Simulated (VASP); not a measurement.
# Ta (I4/mmm) in VASP: further runs

Ta is run at these levels: PBE; tasks: single point.

Everything below comes from runs of VASP 6.6.1. Logs are shortened: lines on timing, memory, paths and dates and some standing lists are left out, and cuts for length are marked.

## (1) The cell of the first run

The structure is tetragonal, space group I4/mmm (No. 139). Conventional cell: a = 3.286 Å, b = 3.286 Å, c = 3.452 Å, α = 90.00°, β = 90.00°, γ = 90.00°. Ta (site symmetry 4/mmm) has 14 Ta at 2.89 to 3.45 Å within 3.8 Å.

## (2) Single point, PBE (uniaxial strain along a: +4.0 %)

INCAR

```
SYSTEM = Ta
PREC     = Accurate       ! precision mode
ENCUT    = 520            ! plane-wave cutoff, eV
EDIFF    = 1E-6           ! SCF threshold, eV
ISMEAR   = 0              ! smearing method
SIGMA    = 0.1            ! smearing width, eV
LREAL    = .False.        ! projectors in reciprocal space
LASPH    = .True.         ! aspherical terms in the spheres
NELM     = 80             ! most SCF steps
ALGO     = Fast           ! electronic algorithm
ISIF     = 2              ! what is computed and relaxed
LWAVE    = .False.        ! write WAVECAR
LCHARG   = .False.        ! write CHGCAR
GGA      = PE             ! functional
NBANDS   = 18             ! bands
```

KPOINTS

```
regular mesh
0
Gamma
  16 16 16
  0 0 0
```

POSCAR

```
Ta
1.0
    3.4518248868      0.0000000000      0.0000000000
    0.0000000000      3.2858717672      0.0000000000
    0.0000000000      0.0000000000      3.2858717672
Ta
2
Direct
    0.0000000000      0.0000000000      0.0000000000
    0.5000000000      0.5000000000      0.5000000000
```

Potentials or basis: VASP PAW PBE potentials, release 64 (Ta_pv).

The run is started by

```sh
> cat potpaw_PBE.64/Ta_pv/POTCAR > POTCAR
> mpirun -np 1 vasp_std > vasp.out
```

OUTCAR:

```text
SYSTEM = Ta
   PREC = Accurate
   ENCUT = 520
   EDIFF = 1E-6
   ISMEAR = 0
   LREAL = .False.
   LASPH = .True.
   NELM = 80
   ISIF = 2
   GGA = PE

 ion  position               nearest neighbor table
   1  0.000  0.000  0.000-   2 2.89   2 2.89   2 2.89   2 2.89   2 2.89   2 2.89   2 2.89   2 2.89

   2  0.500  0.500  0.500-   1 2.89   1 2.89   1 2.89   1 2.89   1 2.89   1 2.89   1 2.89   1 2.89

  LATTYP: Found a simple tetragonal cell.
 ALAT       =     3.2858717672
 C/A-ratio  =     1.0505050505

  Lattice vectors:

 A1 = (   0.0000000000,   3.2858717672,   0.0000000000)
 A2 = (   0.0000000000,   0.0000000000,   3.2858717672)
 A3 = (   3.4518248868,   0.0000000000,   0.0000000000)

Analysis of symmetry for initial positions (statically):
=====================================================================
 Subroutine PRICEL returns following result:

  LATTYP: Found a body centered tetragonal cell.
 ALAT       =     3.2858717672
 C/A-ratio  =     1.0505050505

  Lattice vectors:

 A1 = (  -1.7259124434,   1.6429358836,   1.6429358836)
 A2 = (  -1.7259124434,  -1.6429358836,  -1.6429358836)
 A3 = (   1.7259124434,  -1.6429358836,   1.6429358836)

   2 primitive cells build up your supercell.

 Routine SETGRP: Setting up the symmetry group for a
 simple tetragonal supercell.

 Subroutine GETGRP returns: Found 16 space group operations
 (whereof 16 operations were pure point group operations)
 out of a pool of 16 trial point group operations.

The static configuration has the point symmetry D_4h.

Analysis of symmetry for dynamics (positions and initial velocities):
=====================================================================
 Subroutine PRICEL returns following result:

  LATTYP: Found a body centered tetragonal cell.
 ALAT       =     3.2858717672
 C/A-ratio  =     1.0505050505

  Lattice vectors:

 A1 = (  -1.7259124434,   1.6429358836,   1.6429358836)
 A2 = (  -1.7259124434,  -1.6429358836,  -1.6429358836)
 A3 = (   1.7259124434,  -1.6429358836,   1.6429358836)

   2 primitive cells build up your supercell.

 Routine SETGRP: Setting up the symmetry group for a
 simple tetragonal supercell.

 Subroutine GETGRP returns: Found 16 space group operations
 (whereof 16 operations were pure point group operations)
 out of a pool of 16 trial point group operations.

The dynamic configuration has the point symmetry D_4h.

 Subroutine INISYM returns: Found 16 space group operations
 (whereof 16 operations are pure point group operations),
 and found     2 'primitive' translations

----------------------------------------------------------------------------------------

                                     Primitive cell

  volume of cell :      18.6346

  direct lattice vectors                    reciprocal lattice vectors
    -1.725912443  1.642935884  1.642935884    -0.289701834  0.000000000  0.304333240
    -1.725912443 -1.642935884 -1.642935884    -0.289701834 -0.304333240  0.000000000
     1.725912443 -1.642935884  1.642935884     0.000000000 -0.304333240  0.304333240

  length of vectors
     2.894348009  2.894348009  2.894348009     0.420173623  0.420173623  0.430392195

  position of ions in fractional coordinates (direct lattice)
     0.000000000  0.000000000  0.000000000

  ion indices of the primitive-cell ions
   primitive index   ion index
                 1           1

----------------------------------------------------------------------------------------

 KPOINTS: regular mesh

Automatic generation of k-mesh.
 Grid dimensions read from file:
 generate k-points for:   16   16   16

 Generating k-lattice:

  Cartesian coordinates                     Fractional coordinates (reciprocal lattice)
     0.018106365  0.000000000  0.000000000     0.062500000  0.000000000  0.000000000
     0.000000000  0.019020827  0.000000000     0.000000000  0.062500000  0.000000000
     0.000000000  0.000000000  0.019020827     0.000000000  0.000000000  0.062500000

  Length of vectors
     0.018106365  0.019020827  0.019020827

  Shift w.r.t. Gamma in fractional coordinates (k-lattice)
     0.000000000  0.000000000  0.000000000

 Subroutine IBZKPT returns following result:
 ===========================================

 Found    405 irreducible k-points:

 Following reciprocal coordinates:
            Coordinates               Weight
  0.000000  0.000000  0.000000      1.000000
  0.062500  0.000000  0.000000      2.000000
  0.125000  0.000000  0.000000      2.000000
  0.187500  0.000000  0.000000      2.000000
  0.250000  0.000000  0.000000      2.000000
  0.312500  0.000000  0.000000      2.000000
[... 16 lines left out ...]
  0.250000  0.125000  0.000000      8.000000
  0.312500  0.125000  0.000000      8.000000
 [... further k-points ...]
   k-points           NKPTS =    405   k-points in BZ     NKDIM =    405   number of bands    NBANDS=     18
   number of dos      NEDOS =    301   number of ions     NIONS =      2
   total plane-waves  NPLWV =  16128
   dimension x,y,z NGX =    28 NGY =   24 NGZ =   24
   dimension x,y,z NGXF=    56 NGYF=   48 NGZF=   48
   ions per type =               2
   NGX,Y,Z   is equivalent  to a cutoff of  13.49, 12.14, 12.14 a.u.
   NGXF,Y,Z  is equivalent  to a cutoff of  26.97, 24.29, 24.29 a.u.
 SYSTEM =  Ta
   PREC   = accura    normal or accurate (medium, high low for compatibility)
   ISTART =      0    job   : 0-new  1-cont  2-samecut
   ICHARG =      2    charge: 1-file 2-atom 10-const
   ISPIN  =      1    spin polarized calculation?
   LNONCOLLINEAR =      F non collinear calculations
   LSORBIT =      F    spin-orbit coupling
   LASPH  =      T    aspherical Exc in radial PAW
   ENCUT  =  520.0 eV  38.22 Ry    6.18 a.u.   6.42  6.11  6.11*2*pi/ulx,y,z
   NELM   =     80;   NELMIN=  2; NELMDL= -5     # of ELM steps
   EDIFF  = 0.1E-05   stopping-criterion for ELM
   LREAL  =      F    real-space projection
   EDIFFG = 0.1E-04   stopping-criterion for IOM
   NSW    =      0    number of steps for IOM
   IBRION =     -1    ionic relax: 0-MD 1-quasi-New 2-CG
   NFREE  =      0    steps in history (QN), initial steepest desc. (CG)
   ISIF   =      2    stress and relaxation
   ISYM   =      2    0-nonsym 1-usesym 2-fastsym
   POTIM  = 0.5000    time-step for ionic-motion
   TEBEG  =    0.0;   TEEND  =   0.0 temperature during run
   PSTRESS=    0.0 pullay stress
   NELECT =      22.0000    total number of electrons
   NUPDOWN=      -1.0000    fix difference up-down
   EMIN   =  10.00;   EMAX   =-10.00  energy-range for DOS
   EFERMI =   0.00;   METHOD = LEGACY
   ISMEAR =     0;   SIGMA  =   0.10  broadening in eV -4-tet -1-fermi 0-gaus
   EFERMI_NEDOS =   21; number of points for ismear=-14 and -15
   IALGO  =     68    algorithm
   IMIX   =      4    mixing-type and parameters
     AMIX     =   0.40;   BMIX     =  1.00
     AMIX_MAG =   1.60;   BMIX_MAG =  1.00
  volume/ion in A,a.u.               =      18.63       125.75
  Fermi-wavevector in a.u.,A,eV,Ry     =   1.373301  2.595163 25.659984  1.885956
  Thomas-Fermi vector in A             =   2.498830
   LORBIT       =      0    0 simple, 1 ext, 2 COOP (PROOUT), +10 PAW based schemes
   GGA     = PE    functional components
   LHFCALC =     F    Hartree Fock is set to
   AEXX    =    0.0000 exact exchange contribution
   IVDW    =     0    specifies the selected vdW correction
   LEPSILON=     F    determine dielectric tensor
   LRPA    =     F    only Hartree local field effects (RPA)
 non-spin polarized calculation
 RMM-DIIS sequential band-by-band and
 Gauss-broadening in eV      SIGMA  =   0.10
  energy-cutoff  :      520.00
  volume of cell :       37.27
 maximum number of plane-waves:      1032
 NGX is ok and might be reduce to    28
   NGX = 13   NGY = 13   NGZ = 13

 number of electron      22.0000007 magnetization

 Free energy of the ion-electron system (eV)
  ---------------------------------------------------
  ext. energy  EPLUGINS =         0.00000000
  ---------------------------------------------------
  free energy    TOTEN  =       -23.60568186 eV

  energy without entropy =      -23.59148880  energy(sigma->0) =      -23.59858533

 E-fermi :   5.2181     XC(G=0): -12.4456

 val. band max:        5.2179371511   @ k =   0.3125   0.5000   0.0625
 cond. band min:       5.2186574377   @ k =   0.3750   0.4375   0.1875
 fundamental gap:      0.0007202866
 Fermi energy:         5.2181496750

 k-point     1 :       0.0000    0.0000    0.0000
  band No.  band energies     occupation
      1     -28.8010      2.00000
      2     -28.6904      2.00000
      3     -28.6904      2.00000
      4     -28.0012      2.00000
      5     -27.9933      2.00000
      6     -27.9933      2.00000
[... 10 lines left out ...]
     17      11.8422      0.00000
     18      12.7432      0.00000

 k-point     2 :       0.0625    0.0000    0.0000
  band No.  band energies     occupation
      1     -28.7987      2.00000
      2     -28.6837      2.00000
      3     -28.6837      2.00000
      4     -28.0149      2.00000
      5     -27.9999      2.00000
      6     -27.9999      2.00000
[... 10 lines left out ...]
     17      11.5745      0.00000
     18      12.4729      0.00000

 k-point     3 :       0.1250    0.0000    0.0000
  band No.  band energies     occupation
      1     -28.7910      2.00000
      2     -28.6637      2.00000
      3     -28.6637      2.00000
      4     -28.0544      2.00000
      5     -28.0195      2.00000
      6     -28.0195      2.00000
[... 10 lines left out ...]
     17      11.3516      0.00000
     18      11.7961      0.00000

 k-point     4 :       0.1875    0.0000    0.0000
  band No.  band energies     occupation
      1     -28.7769      2.00000
      2     -28.6312      2.00000
      3     -28.6312      2.00000
      4     -28.1162      2.00000
      5     -28.0513      2.00000
      6     -28.0513      2.00000
[... 375 lines left out ...]
      4     -28.2429      2.00000
      5     -28.0712      2.00000
      6     -28.0027      2.00000
[... 10 lines left out ...]
     17      11.7921      0.00000
     18      12.4978      0.00000

 k-point    23 :       0.2500    0.1250    0.0000
  band No.  band energies     occupation
      1     -28.8185      2.00000
      2     -28.5664      2.00000
      3     -28.5107      2.00000
      4     -28.3327      2.00000
      5     -28.1105      2.00000
      6     -28.0250      2.00000
[... 10 lines left out ...]
     17      11.4967      0.00000
     18      11.5799      0.00000

 k-point    24 :       0.3125    0.1250    0.0000
  band No.  band energies     occupation
      1     -28.8064      2.00000
      2     -28.5169      2.00000
      3     -28.4437      2.00000
      4     -28.4262      2.00000
      5     -28.1586      2.00000
      6     -28.0619      2.00000
[... 10 lines left out ...]
     17      10.7241      0.00000
     18      11.0628      0.00000

 [... further k-points ...]

------------------------ aborting loop because EDIFF is reached ----------------------------------------

  FORCE on cell =-STRESS in cart. coord.  units (eV):
  Direction    XX          YY          ZZ          XY          YZ          ZX
  --------------------------------------------------------------------------------------
  -------------------------------------------------------------------------------------
  Total       -1.4813859     -0.3858548     -0.3858548      0.0000000      0.0000000     -0.0000000
  in kB      -63.6837783    -16.5876380    -16.5876380      0.0000000      0.0000000     -0.0000000
  external PRESSURE =     -32.2863514 kB  Pullay stress =       0.0000000 kB

 VOLUME and BASIS-vectors are now :
 -----------------------------------------------------------------------------
  energy-cutoff  :      520.00
  volume of cell :       37.27
      direct lattice vectors                 reciprocal lattice vectors
     3.451824887  0.000000000  0.000000000     0.289701834  0.000000000  0.000000000
     0.000000000  3.285871767  0.000000000     0.000000000  0.304333240  0.000000000
     0.000000000  0.000000000  3.285871767     0.000000000  0.000000000  0.304333240

 POSITION                                       TOTAL-FORCE (eV/Angst)
 -----------------------------------------------------------------------------------
      0.00000      0.00000      0.00000         0.000000      0.000000     -0.000000
      1.72591      1.64294      1.64294         0.000000     -0.000000      0.000000
 -----------------------------------------------------------------------------------
    total drift:                                0.000000      0.000000      0.000000

  FREE ENERGIE OF THE ION-ELECTRON SYSTEM (eV)
  ---------------------------------------------------
  free  energy   TOTEN  =       -23.6056818634 eV

  energy  without entropy=      -23.5914888044  energy(sigma->0) =      -23.59858533
```

Run time: 88 s. Hardware: 1 thread of Intel Xeon 6975P-C (Granite Rapids), shared host; peak memory 0.31 GiB.

Results:

| Property | Result |
| --- | --- |
| Free energy | -23.6057 eV |
| Pressure | -3.2 GPa |
| Band gap on the k mesh | zero (band 11 reaches 6.89 eV, above the bottom of band 12 at 4.09 eV) |

Levels at points of the mesh, in eV from the Fermi level:
| k point | band 9 | band 10 | band 11 | band 12 | band 13 | band 14 |
| --- | --- | --- | --- | --- | --- | --- |
| (0.00, 0.00, 0.00) | -3.54 | 0.56 | 0.56 | 1.14 | 3.46 | 4.25 |
| (0.50, 0.00, 0.00) | -0.95 | -0.95 | 1.46 | 1.46 | 1.46 | 1.46 |
| (0.00, 0.50, 0.00) | -0.79 | -0.79 | 0.87 | 0.87 | 1.34 | 1.34 |
| (0.50, 0.50, 0.00) | -1.23 | -1.23 | 1.33 | 1.33 | 3.34 | 3.34 |
| (0.00, 0.50, 0.50) | -1.84 | -1.84 | 1.67 | 1.67 | 4.27 | 4.27 |
| (0.50, 0.50, 0.50) | -1.12 | -1.12 | -1.12 | -1.12 | 4.55 | 4.55 |

Caveat: the cell differs from its parent crystal (uniaxial strain along a: +4.0 %); spin-orbit coupling is left out, which moves the levels of the heavy elements.

(Part 1 of 3 ends here.)
